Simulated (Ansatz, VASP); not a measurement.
# Two plane-wave programs on Si12NO22

```
CELL_PARAMETERS angstrom
-2.45900 4.25911 5.40700
4.91800 0.00000 5.40700
4.91800 8.51823 0.00000
ATOMIC_POSITIONS crystal
Si 0.06199 0.56214 0.99493
Si 0.40115 0.93975 0.02412
Si 0.00062 0.00165 0.25799
Si 0.10731 0.57260 0.45379
Si 0.41203 0.92761 0.53561
Si 0.00195 0.98639 0.78091
Si 0.59289 0.07135 0.20322
Si 0.91045 0.44844 0.25999
Si 0.52244 0.49910 0.50077
Si 0.61709 0.06968 0.69219
Si 0.88451 0.43221 0.79357
Si 0.48643 0.49705 0.01490
O 0.29588 0.45135 0.99365
O 0.17275 0.03613 0.10252
O 0.58292 0.31032 0.13743
O 0.92611 0.20617 0.31171
O 0.56103 0.98568 0.08260
O 0.32739 0.45923 0.48258
O 0.19384 0.00863 0.63789
O 0.94578 0.53028 0.61528
O 0.61984 0.30486 0.61809
O 0.92298 0.19078 0.83446
O 0.58578 0.98157 0.57312
O 0.81378 0.95612 0.23020
O 0.67761 0.54870 0.33588
O 0.42065 0.03065 0.35922
O 0.08619 0.81401 0.38531
O 0.45459 0.68690 0.57295
O 0.83076 0.94804 0.72912
O 0.64805 0.52686 0.85298
O 0.43777 0.03888 0.84510
O 0.05016 0.80256 0.92393
O 0.43010 0.69883 0.06933
O 0.00826 0.48006 0.88213
N 0.08237 0.47924 0.32600
```

Alike in both runs: functional PBE; dispersion D3(BJ); k mesh 2 × 2 × 2; occupations fermi-dirac, width 0.02 eV; collinear spin.

Ansatz relaxed the structure, and its values are those at the end. VASP's run is a single point on that final structure, the one shown.

|  | VASP | Ansatz |
| --- | --- | --- |
| version | VASP 6.6.1 | Ansatz 0.2.0 |
| potentials or method | VASP PAW PBE potentials, release 64 (Si, O, N), cutoff 520 eV | scalar-relativistic, plane waves, PAW |
| valence electrons in the cell | 185 | 185 |

Ansatz gave:

| Item | Value |
| --- | --- |
| rms of the force components (eV/Å) | 0.002 |
| net moment per atom (μB) | 0.03 |
| size of the moment on the site where the two differ most (μB) | 0.46 |

What did VASP give for the same quantities?

rms of the force components (eV/Å): 0.013; net moment per atom (μB): 0.03; size of the moment on the site where the two differ most (μB): 0.50.

Site moments also hang on the region over which each program counts them.

The k mesh is coarse, so the values compare programs but aren't converged.
